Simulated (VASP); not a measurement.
# RbCl (Fm-3m) in VASP: notebook

RbCl is run at these levels: LDA; tasks: single point, relaxation of cell and atoms.

Program: VASP 6.6.1. These are calculated values, not measurements. Logs are shortened: lines on timing, memory, paths and dates and some standing lists are left out, and cuts for length are marked.

## (1) The cell of the first run

Symmetry: Fm-3m, No. 225, cubic system. Conventional cell: a = 6.377 Å, b = 6.377 Å, c = 6.377 Å, α = 90.00°, β = 90.00°, γ = 90.00°. Rb (site symmetry m-3m) has 6 Cl at 3.19 Å within 4.2 Å. Cl (site symmetry m-3m) has 6 Rb at 3.19 Å within 4.2 Å.

## (2) Single point, LDA

The input, INCAR:

```
SYSTEM = RbCl
  ALGO = Normal
  EDIFF = 1E-6
  ENCUT = 500
  GGA = CA
  GGA_COMPAT = .FALSE.
  ISIF = 2
  ISMEAR = 0
  LASPH = .TRUE.
  LCHARG = .TRUE.
  LELF = .TRUE.
  LREAL = .FALSE.
  LVHAR = .TRUE.
  LWAVE = .FALSE.
  NBANDS = 15
  NELM = 120
  PREC = Accurate
  SIGMA = 0.02
```

The input, KPOINTS:

```
k-points
0
G
  6 6 6
  0 0 0
```

The input, POSCAR:

```
RbCl
1.0
    0.0000000000      3.1885406455      3.1885406455
    3.1885406455      0.0000000000      3.1885406455
    3.1885406455      3.1885406455      0.0000000000
Rb Cl
1 1
Direct
    0.0000000000      0.0000000000      0.0000000000
    0.5000000000      0.5000000000      0.5000000000
```

Potentials or basis: VASP PAW LDA potentials, release 64 (Rb_sv, Cl).

Launch:

```console
$ cat potpaw_LDA.64/Rb_sv/POTCAR potpaw_LDA.64/Cl/POTCAR > POTCAR
$ mpirun -np 1 vasp_std > vasp.out
```

OUTCAR:

```text
SYSTEM = RbCl
   EDIFF = 1E-6
   ENCUT = 500
   GGA = CA
   ISIF = 2
   ISMEAR = 0
   LASPH = .TRUE.
   LREAL = .FALSE.
   NELM = 120
   PREC = Accurate

 ion  position               nearest neighbor table
   1  0.000  0.000  0.000-   2 3.19   2 3.19   2 3.19   2 3.19   2 3.19   2 3.19
   2  0.500  0.500  0.500-   1 3.19   1 3.19   1 3.19   1 3.19   1 3.19   1 3.19

  LATTYP: Found a face centered cubic cell.
 ALAT       =     6.3770812910

  Lattice vectors:

 A1 = (   0.0000000000,   3.1885406455,   3.1885406455)
 A2 = (   3.1885406455,   0.0000000000,   3.1885406455)
 A3 = (   3.1885406455,   3.1885406455,   0.0000000000)

Analysis of symmetry for initial positions (statically):
=====================================================================
 Subroutine PRICEL returns:
 Original cell was already a primitive cell.

 Routine SETGRP: Setting up the symmetry group for a
 face centered cubic supercell.

 Subroutine GETGRP returns: Found 48 space group operations
 (whereof 48 operations were pure point group operations)
 out of a pool of 48 trial point group operations.

The static configuration has the point symmetry O_h .

Analysis of symmetry for dynamics (positions and initial velocities):
=====================================================================
 Subroutine PRICEL returns:
 Original cell was already a primitive cell.

 Routine SETGRP: Setting up the symmetry group for a
 face centered cubic supercell.

 Subroutine GETGRP returns: Found 48 space group operations
 (whereof 48 operations were pure point group operations)
 out of a pool of 48 trial point group operations.

The dynamic configuration has the point symmetry O_h .

 Subroutine INISYM returns: Found 48 space group operations
 (whereof 48 operations are pure point group operations),
 and found     1 'primitive' translations

----------------------------------------------------------------------------------------

                                     Primitive cell

  volume of cell :      64.8345

  direct lattice vectors                    reciprocal lattice vectors
     0.000000000  3.188540645  3.188540645    -0.156811550  0.156811550  0.156811550
     3.188540645  0.000000000  3.188540645     0.156811550 -0.156811550  0.156811550
     3.188540645  3.188540645  0.000000000     0.156811550  0.156811550 -0.156811550

  length of vectors
     4.509277425  4.509277425  4.509277425     0.271605571  0.271605571  0.271605571

  position of ions in fractional coordinates (direct lattice)
     0.000000000  0.000000000  0.000000000
     0.500000000  0.500000000  0.500000000

  ion indices of the primitive-cell ions
   primitive index   ion index
                 1           1
                 2           2

----------------------------------------------------------------------------------------

 KPOINTS: k-points

Automatic generation of k-mesh.
 Grid dimensions read from file:
 generate k-points for:    6    6    6

 Generating k-lattice:

  Cartesian coordinates                     Fractional coordinates (reciprocal lattice)
    -0.026135258  0.026135258  0.026135258     0.166666667  0.000000000  0.000000000
     0.026135258 -0.026135258  0.026135258     0.000000000  0.166666667  0.000000000
     0.026135258  0.026135258 -0.026135258     0.000000000  0.000000000  0.166666667

  Length of vectors
     0.045267595  0.045267595  0.045267595

  Shift w.r.t. Gamma in fractional coordinates (k-lattice)
     0.000000000  0.000000000  0.000000000

 Subroutine IBZKPT returns following result:
 ===========================================

 Found     16 irreducible k-points:

 Following reciprocal coordinates:
            Coordinates               Weight
  0.000000  0.000000  0.000000      1.000000
  0.166667  0.000000  0.000000      8.000000
  0.333333  0.000000  0.000000      8.000000
  0.500000  0.000000  0.000000      4.000000
  0.166667  0.166667  0.000000      6.000000
  0.333333  0.166667  0.000000     24.000000
[... 8 lines left out ...]
 -0.333333  0.333333  0.166667     24.000000
 -0.333333  0.500000  0.166667     12.000000
   k-points           NKPTS =     16   k-points in BZ     NKDIM =     16   number of bands    NBANDS=     15
   number of dos      NEDOS =    301   number of ions     NIONS =      2
   total plane-waves  NPLWV =  46656
   dimension x,y,z NGX =    36 NGY =   36 NGZ =   36
   dimension x,y,z NGXF=    72 NGYF=   72 NGZF=   72
   ions per type =               1   1
   NGX,Y,Z   is equivalent  to a cutoff of  13.27, 13.27, 13.27 a.u.
   NGXF,Y,Z  is equivalent  to a cutoff of  26.54, 26.54, 26.54 a.u.
 SYSTEM =  RbCl
   PREC   = accura    normal or accurate (medium, high low for compatibility)
   ISTART =      0    job   : 0-new  1-cont  2-samecut
   ICHARG =      2    charge: 1-file 2-atom 10-const
   ISPIN  =      1    spin polarized calculation?
   LNONCOLLINEAR =      F non collinear calculations
   LSORBIT =      F    spin-orbit coupling
   LASPH  =      T    aspherical Exc in radial PAW
   ENCUT  =  500.0 eV  36.75 Ry    6.06 a.u.   8.22  8.22  8.22*2*pi/ulx,y,z
   NELM   =    120;   NELMIN=  2; NELMDL= -5     # of ELM steps
   EDIFF  = 0.1E-05   stopping-criterion for ELM
   LREAL  =      F    real-space projection
   EDIFFG = 0.1E-04   stopping-criterion for IOM
   NSW    =      0    number of steps for IOM
   IBRION =     -1    ionic relax: 0-MD 1-quasi-New 2-CG
   NFREE  =      0    steps in history (QN), initial steepest desc. (CG)
   ISIF   =      2    stress and relaxation
   ISYM   =      2    0-nonsym 1-usesym 2-fastsym
   POTIM  = 0.5000    time-step for ionic-motion
   TEBEG  =    0.0;   TEEND  =   0.0 temperature during run
   PSTRESS=    0.0 pullay stress
   NELECT =      16.0000    total number of electrons
   NUPDOWN=      -1.0000    fix difference up-down
   EMIN   =  10.00;   EMAX   =-10.00  energy-range for DOS
   EFERMI =   0.00;   METHOD = LEGACY
   ISMEAR =     0;   SIGMA  =   0.02  broadening in eV -4-tet -1-fermi 0-gaus
   EFERMI_NEDOS =   21; number of points for ismear=-14 and -15
   IALGO  =     38    algorithm
   IMIX   =      4    mixing-type and parameters
     AMIX     =   0.40;   BMIX     =  1.00
     AMIX_MAG =   1.60;   BMIX_MAG =  1.00
  volume/ion in A,a.u.               =      32.42       218.76
  Fermi-wavevector in a.u.,A,eV,Ry     =   1.026864  1.940491 14.346655  1.054449
  Thomas-Fermi vector in A             =   2.160779
   LORBIT       =      0    0 simple, 1 ext, 2 COOP (PROOUT), +10 PAW based schemes
   GGA     = CA    functional components
   LHFCALC =     F    Hartree Fock is set to
   AEXX    =    0.0000 exact exchange contribution
   IVDW    =     0    specifies the selected vdW correction
   LEPSILON=     F    determine dielectric tensor
   LRPA    =     F    only Hartree local field effects (RPA)
 non-spin polarized calculation
 Gauss-broadening in eV      SIGMA  =   0.02
  energy-cutoff  :      500.00
  volume of cell :       64.83
 maximum number of plane-waves:      1676
 NGX is ok and might be reduce to    36
   NGX = 17   NGY = 17   NGZ = 17

 number of electron      15.9999998 magnetization

 Free energy of the ion-electron system (eV)
  ---------------------------------------------------
  ext. energy  EPLUGINS =         0.00000000
  ---------------------------------------------------
  free energy    TOTEN  =        -7.26741700 eV

  energy without entropy =       -7.26741700  energy(sigma->0) =       -7.26741700

 E-fermi :  -1.5926     XC(G=0):  -8.2921

 val. band max:       -1.7581443419   @ k =   0.0000   0.0000   0.0000
 cond. band min:       3.0977439393   @ k =   0.0000   0.0000   0.0000
 fundamental gap:      4.8558882813
 Fermi energy:        -1.5925953147

 k-point     1 :       0.0000    0.0000    0.0000
  band No.  band energies     occupation
      1     -25.3396      2.00000
      2     -13.7551      2.00000
      3      -9.4531      2.00000
      4      -9.4531      2.00000
      5      -9.4531      2.00000
      6      -1.7581      2.00000
      7      -1.7581      2.00000
      8      -1.7581      2.00000
      9       3.0977      0.00000
     10       5.9885      0.00000
     11       5.9885      0.00000
     12       5.9885      0.00000
     13       7.1046      0.00000
     14       7.1046      0.00000
     15      10.0905      0.00000

 k-point     2 :       0.1667    0.0000    0.0000
  band No.  band energies     occupation
      1     -25.3326      2.00000
      2     -13.7823      2.00000
      3      -9.4570      2.00000
      4      -9.4570      2.00000
      5      -9.4387      2.00000
      6      -2.0914      2.00000
      7      -1.8807      2.00000
      8      -1.8807      2.00000
      9       3.8040      0.00000
     10       5.7989      0.00000
     11       6.3734      0.00000
     12       6.3734      0.00000
     13       7.5868      0.00000
     14       7.5868      0.00000
     15      11.2919      0.00000

 k-point     3 :       0.3333    0.0000    0.0000
  band No.  band energies     occupation
      1     -25.3187      2.00000
      2     -13.8360      2.00000
      3      -9.4646      2.00000
      4      -9.4646      2.00000
      5      -9.4106      2.00000
      6      -2.6249      2.00000
      7      -2.1082      2.00000
      8      -2.1082      2.00000
      9       5.2212      0.00000
     10       5.8691      0.00000
     11       7.4456      0.00000
     12       7.4456      0.00000
     13       8.7863      0.00000
     14       8.7863      0.00000
     15      11.4746      0.00000
[... 199 lines left out ...]
 k-point    15 :      -0.3333    0.3333    0.1667
  band No.  band energies     occupation
      1     -25.3058      2.00000
      2     -13.7766      2.00000
      3      -9.6678      2.00000
      4      -9.6544      2.00000
      5      -9.4297      2.00000
      6      -2.4393      2.00000
      7      -2.0793      2.00000
      8      -2.0550      2.00000
      9       5.7451      0.00000
     10       5.8303      0.00000
     11       7.9507      0.00000
     12       8.0125      0.00000
     13       9.4462      0.00000
     14      10.2197      0.00000
     15      10.5296      0.00000

 k-point    16 :      -0.3333    0.5000    0.1667
  band No.  band energies     occupation
      1     -25.3039      2.00000
      2     -13.7339      2.00000
      3      -9.7906      2.00000
      4      -9.6692      2.00000
      5      -9.4725      2.00000
      6      -2.2147      2.00000
      7      -2.0474      2.00000
      8      -1.9403      2.00000
      9       4.7972      0.00000
     10       6.7038      0.00000
     11       7.1914      0.00000
     12       8.2668      0.00000
     13       9.2957      0.00000
     14      10.3122      0.00000
     15      10.8223      0.00000

------------------------ aborting loop because EDIFF is reached ----------------------------------------

  FORCE on cell =-STRESS in cart. coord.  units (eV):
  Direction    XX          YY          ZZ          XY          YZ          ZX
  --------------------------------------------------------------------------------------
  -------------------------------------------------------------------------------------
  Total        0.0176142      0.0176142      0.0176142      0.0000000      0.0000000     -0.0000000
  in kB        0.4352801      0.4352801      0.4352801      0.0000000      0.0000000     -0.0000000
  external PRESSURE =       0.4352801 kB  Pullay stress =       0.0000000 kB

 VOLUME and BASIS-vectors are now :
 -----------------------------------------------------------------------------
  energy-cutoff  :      500.00
  volume of cell :       64.83
      direct lattice vectors                 reciprocal lattice vectors
     0.000000000  3.188540645  3.188540645    -0.156811550  0.156811550  0.156811550
     3.188540645  0.000000000  3.188540645     0.156811550 -0.156811550  0.156811550
     3.188540645  3.188540645  0.000000000     0.156811550  0.156811550 -0.156811550

 POSITION                                       TOTAL-FORCE (eV/Angst)
 -----------------------------------------------------------------------------------
      0.00000      0.00000      0.00000         0.000000      0.000000      0.000000
      3.18854      3.18854      3.18854         0.000000     -0.000000     -0.000000
 -----------------------------------------------------------------------------------
    total drift:                                0.000000      0.000000      0.000000

  FREE ENERGIE OF THE ION-ELECTRON SYSTEM (eV)
  ---------------------------------------------------
  free  energy   TOTEN  =        -7.2674170031 eV

  energy  without entropy=       -7.2674170031  energy(sigma->0) =       -7.26741700
```

Wall time 11 s (1 thread of Intel Xeon Platinum 8488C (Sapphire Rapids), shared host); peak memory 0.17 GiB.

What came out:

| Property | Result |
| --- | --- |
| Free energy | -7.2674 eV |
| Pressure | 0.0 GPa |
| Band gap on the k mesh | 4.86 eV |

## (3) Relaxation of cell and atoms, LDA

This run uses another cell than the first one, of 35.09 Å³/atom.

The input, INCAR:

```
ALGO = Normal ; EDIFF = 1E-7
EDIFFG = -0.005 ; ENCUT = 500
GGA_COMPAT = False ; IBRION = 2
ISIF = 3 ; ISMEAR = 0
LASPH = True ; LCHARG = False
LREAL = False ; LWAVE = False
NELM = 120 ; NELMIN = 4
NSW = 100 ; PREC = Accurate
SIGMA = 0.02
```

The input, KPOINTS:

```
k-points
0
Gamma
  6 6 6
```

The input, POSCAR:

```
RbCl
1.0
    0.0000000000      3.2740000000      3.2740000000
    3.2740000000      0.0000000000      3.2740000000
    3.2740000000      3.2740000000      0.0000000000
Rb Cl
1 1
Direct
    0.0000000000      0.0000000000      0.0000000000
    0.5000000000      0.5000000000      0.5000000000
```

Potentials or basis: VASP PAW LDA potentials, release 64 (Rb_sv, Cl).

Launch:

```console
$ cat potpaw_LDA.64/Rb_sv/POTCAR potpaw_LDA.64/Cl/POTCAR > POTCAR
$ mpirun -np 1 vasp_std > vasp.out
```

Run time: 24 s. Hardware: 1 thread of Intel Xeon Platinum 8488C (Sapphire Rapids), shared host; peak memory 0.18 GiB.

It converged, with:

```
Free energy                           : -7.2685 eV
Relaxed volume                        : 32.50 Å³/atom
Relaxed cell                          : a = 4.513 Å, b = 4.513 Å, c = 4.513 Å, α = 60.00°, β = 60.00°, γ = 60.00°
Space group after relaxing (to 0.1 Å) : Fm-3m (No. 225)
Energy gained by relaxing             : 12.2 meV/atom
Ionic steps                           : 4
Pressure after relaxing               : 0.0 GPa
Band gap on the k mesh                : 4.85 eV
```

The path:
```csv
step,energy change (eV),largest force (eV/Å),pressure (GPa),volume (Å³)
1,0.0000,0.0000,-1.39,70.19
2,-0.0198,0.0000,-0.66,67.14
3,-0.0244,0.0000,-0.04,65.12
4,-0.0244,0.0000,0.00,64.99
```

Final structure:
```yaml
crystal:
  lattice:
    - [0.00000, 3.19115, 3.19115]
    - [3.19115, 0.00000, 3.19115]
    - [3.19115, 3.19115, 0.00000]
  atoms:
    - { symbol: Rb, position: [0.00000, 0.00000, 0.00000] }
    - { symbol: Cl, position: [0.50000, 0.50000, 0.50000] }
```

Levels at points of the mesh, in eV from the valence-band top:
```
           k point  band 5  band 6  band 7  band 8  band 9  band 10  band 11  band 12
(0.00, 0.00, 0.00)   -7.70    0.00    0.00    0.00    4.85     7.75     7.75     7.75
(0.50, 0.00, 0.00)   -7.64   -1.09   -0.45   -0.45    7.65     7.96    10.24    10.24
(0.50, 0.50, 0.00)   -7.85   -0.32   -0.09   -0.09    5.75     8.14     9.79    10.11
```
